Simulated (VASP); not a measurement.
# N2 in VASP: single point with revPBE

Aim: the single point of N2 with revPBE.

Program: VASP 6.6.1. These are calculated values, not measurements. Logs are shortened: lines on timing, memory, paths and dates and some standing lists are left out, and cuts for length are marked.

## Step 1: The cell of the first run

The cell holds a molecule in a box, 2 atoms: a = 12.000 Å, b = 12.300 Å, c = 12.600 Å, α = 90.00°, β = 90.00°, γ = 90.00°.

## Step 2: Single point, revPBE

INCAR

```
SYSTEM = N
PREC = Accurate ; ENCUT = 1000
EDIFF = 1E-6 ; ISMEAR = -1
SIGMA = 0.01 ; LREAL = .False.
LASPH = .True. ; NELM = 120
ALGO = Normal ; ISIF = 2
LWAVE = .False. ; LCHARG = .False.
GGA = RE ; NBANDS = 12
GGA_COMPAT = .False. ; NELMDL = -8
```

KPOINTS

```
regular mesh
0
Gamma
  1 1 1
  0 0 0
```

POSCAR

```
N
1.0
   12.0000000000      0.0000000000      0.0000000000
    0.0000000000     12.3000000000      0.0000000000
    0.0000000000      0.0000000000     12.6000000000
N
2
Direct
    0.5000000000      0.5000000000      0.4561425814
    0.5000000000      0.5000000000      0.5438574186
```

Potentials or basis: VASP PAW PBE potentials, release 64 (N_h).

The run is started by

```console
> cat potpaw_PBE.64/N_h/POTCAR > POTCAR
> mpirun -np 1 vasp_gam > vasp.out
```

OUTCAR:

```text
SYSTEM = N
   PREC = Accurate
   ENCUT = 1000
   EDIFF = 1E-6
   ISMEAR = -1
   LREAL = .False.
   LASPH = .True.
   NELM = 120
   ISIF = 2
   GGA = RE
   NELMDL = -8

 ion  position               nearest neighbor table
   1  0.500  0.500  0.456-   2 1.11
   2  0.500  0.500  0.544-   1 1.11

  LATTYP: Found a simple orthorhombic cell.
 ALAT       =    12.0000000000
 B/A-ratio  =     1.0250000000
 C/A-ratio  =     1.0500000000

  Lattice vectors:

 A1 = (  12.0000000000,   0.0000000000,   0.0000000000)
 A2 = (   0.0000000000,  12.3000000000,   0.0000000000)
 A3 = (   0.0000000000,   0.0000000000,  12.6000000000)

Analysis of symmetry for initial positions (statically):
=====================================================================
 Subroutine PRICEL returns:
 Original cell was already a primitive cell.

 Routine SETGRP: Setting up the symmetry group for a
 simple orthorhombic supercell.

 Subroutine GETGRP returns: Found  8 space group operations
 (whereof  8 operations were pure point group operations)
 out of a pool of  8 trial point group operations.

The static configuration has the point symmetry D_2h.

Analysis of symmetry for dynamics (positions and initial velocities):
=====================================================================
 Subroutine PRICEL returns:
 Original cell was already a primitive cell.

 Routine SETGRP: Setting up the symmetry group for a
 simple orthorhombic supercell.

 Subroutine GETGRP returns: Found  8 space group operations
 (whereof  8 operations were pure point group operations)
 out of a pool of  8 trial point group operations.

The dynamic configuration has the point symmetry D_2h.

 Subroutine INISYM returns: Found  8 space group operations
 (whereof  8 operations are pure point group operations),
 and found     1 'primitive' translations

----------------------------------------------------------------------------------------

                                     Primitive cell

  volume of cell :    1859.7600

  direct lattice vectors                    reciprocal lattice vectors
    12.000000000  0.000000000  0.000000000     0.083333333  0.000000000  0.000000000
[... 56 lines left out ...]
   ISPIN  =      1    spin polarized calculation?
   LNONCOLLINEAR =      F non collinear calculations
   LSORBIT =      F    spin-orbit coupling
   LASPH  =      T    aspherical Exc in radial PAW
   ENCUT  = 1000.0 eV  73.50 Ry    8.57 a.u.  30.94 31.71 32.49*2*pi/ulx,y,z
   NELM   =    120;   NELMIN=  2; NELMDL= -8     # of ELM steps
   EDIFF  = 0.1E-05   stopping-criterion for ELM
   LREAL  =      F    real-space projection
   EDIFFG = 0.1E-04   stopping-criterion for IOM
   NSW    =      0    number of steps for IOM
   IBRION =     -1    ionic relax: 0-MD 1-quasi-New 2-CG
   NFREE  =      0    steps in history (QN), initial steepest desc. (CG)
   ISIF   =      2    stress and relaxation
   ISYM   =      2    0-nonsym 1-usesym 2-fastsym
   POTIM  = 0.5000    time-step for ionic-motion
   TEBEG  =    0.0;   TEEND  =   0.0 temperature during run
   PSTRESS=    0.0 pullay stress
   NELECT =      10.0000    total number of electrons
   NUPDOWN=      -1.0000    fix difference up-down
   EMIN   =  10.00;   EMAX   =-10.00  energy-range for DOS
   EFERMI =   0.00;   METHOD = LEGACY
   ISMEAR =    -1;   SIGMA  =   0.01  broadening in eV -4-tet -1-fermi 0-gaus
   EFERMI_NEDOS =   21; number of points for ismear=-14 and -15
   IALGO  =     38    algorithm
   IMIX   =      4    mixing-type and parameters
     AMIX     =   0.40;   BMIX     =  1.00
     AMIX_MAG =   1.60;   BMIX_MAG =  1.00
  volume/ion in A,a.u.               =     929.88      6275.14
  Fermi-wavevector in a.u.,A,eV,Ry     =   0.286807  0.541986  1.119189  0.082258
  Thomas-Fermi vector in A             =   1.141954
   LORBIT       =      0    0 simple, 1 ext, 2 COOP (PROOUT), +10 PAW based schemes
   GGA     = RE    functional components
   LHFCALC =     F    Hartree Fock is set to
   AEXX    =    0.0000 exact exchange contribution
   IVDW    =     0    specifies the selected vdW correction
   LEPSILON=     F    determine dielectric tensor
   LRPA    =     F    only Hartree local field effects (RPA)
 non-spin polarized calculation
  energy-cutoff  :     1000.00
  volume of cell :     1859.76
 maximum number of plane-waves:     66766
 NGX is ok and might be reduce to   126
   NGX = 61   NGY = 63   NGZ = 65

 number of electron      10.0000000 magnetization

 Free energy of the ion-electron system (eV)
  ---------------------------------------------------
  ext. energy  EPLUGINS =         0.00000000
  ---------------------------------------------------
  free energy    TOTEN  =       -16.52275580 eV

  energy without entropy =      -16.52275580  energy(sigma->0) =      -16.52275580

 E-fermi :  -9.8439     XC(G=0):  -0.3837

 val. band max:      -10.1038256081   @ k =   0.0000   0.0000   0.0000
 cond. band min:      -1.8604987005   @ k =   0.0000   0.0000   0.0000
 fundamental gap:      8.2433269076
 Fermi energy:        -9.8439142103

 k-point     1 :       0.0000    0.0000    0.0000
  band No.  band energies     occupation
      1     -28.0487      2.00000
      2     -13.4721      2.00000
      3     -11.4033      2.00000
      4     -11.4033      2.00000
      5     -10.1038      2.00000
      6      -1.8605      0.00000
      7      -1.8605      0.00000
      8      -0.2183      0.00000
      9       0.6829      0.00000
     10       0.6864      0.00000
     11       0.6967      0.00000
     12       0.7355      0.00000

------------------------ aborting loop because EDIFF is reached ----------------------------------------

  FORCE on cell =-STRESS in cart. coord.  units (eV):
  Direction    XX          YY          ZZ          XY          YZ          ZX
  --------------------------------------------------------------------------------------
  -------------------------------------------------------------------------------------
  Total       -0.0119991     -0.0119352      0.0385463     -0.0000000      0.0000000      0.0000000
  in kB       -0.0103372     -0.0102821      0.0332075     -0.0000000      0.0000000      0.0000000
  external PRESSURE =       0.0041961 kB  Pullay stress =       0.0000000 kB

 VOLUME and BASIS-vectors are now :
 -----------------------------------------------------------------------------
  energy-cutoff  :     1000.00
  volume of cell :     1859.76
      direct lattice vectors                 reciprocal lattice vectors
    12.000000000  0.000000000  0.000000000     0.083333333  0.000000000  0.000000000
     0.000000000 12.300000000  0.000000000     0.000000000  0.081300813  0.000000000
     0.000000000  0.000000000 12.600000000     0.000000000  0.000000000  0.079365079

 POSITION                                       TOTAL-FORCE (eV/Angst)
 -----------------------------------------------------------------------------------
      6.00000      6.15000      5.74740         0.000000      0.000000     -0.046274
      6.00000      6.15000      6.85260         0.000000      0.000000      0.046274
 -----------------------------------------------------------------------------------
    total drift:                                0.000000     -0.000000      0.000000

  FREE ENERGIE OF THE ION-ELECTRON SYSTEM (eV)
  ---------------------------------------------------
  free  energy   TOTEN  =       -16.5227558028 eV

  energy  without entropy=      -16.5227558028  energy(sigma->0) =      -16.52275580
```

stdout:

```text
POSCAR found type information on POSCAR N
 POSCAR found :  1 types and       2 ions
 scaLAPACK will be used
 -----------------------------------------------------------------------------
|                                                                             |
|                                                                             |
|     You enforced a specific xc type in the INCAR file but a different       |
|     I HOPE YOU KNOW WHAT YOU ARE DOING!                                     |
|                                                                             |
 -----------------------------------------------------------------------------

 LDA part: xc-table for (Slater+PW92), standard interpolation
 POSCAR, INCAR and KPOINTS ok, starting setup
 FFT: planning ... GRIDC
 FFT: planning ... GRID_SOFT
 FFT: planning ... GRID
 WAVECAR not read
 entering main loop
```

It took 7.6 min on 1 thread of Intel Xeon 6975P-C (Granite Rapids), shared host; peak memory 3 GiB.

Results:

- Free energy: -16.5228 eV
- Largest force: 0.046 eV/Å
- Gap between the frontier levels: 8.24 eV

Forces in eV/Å, atoms in the order of the input:
```
N    0.000  0.000 -0.046
N    0.000  0.000  0.046
```

Caveat: the PAW data sets were made with another functional, which shifts forces and pressure a little.
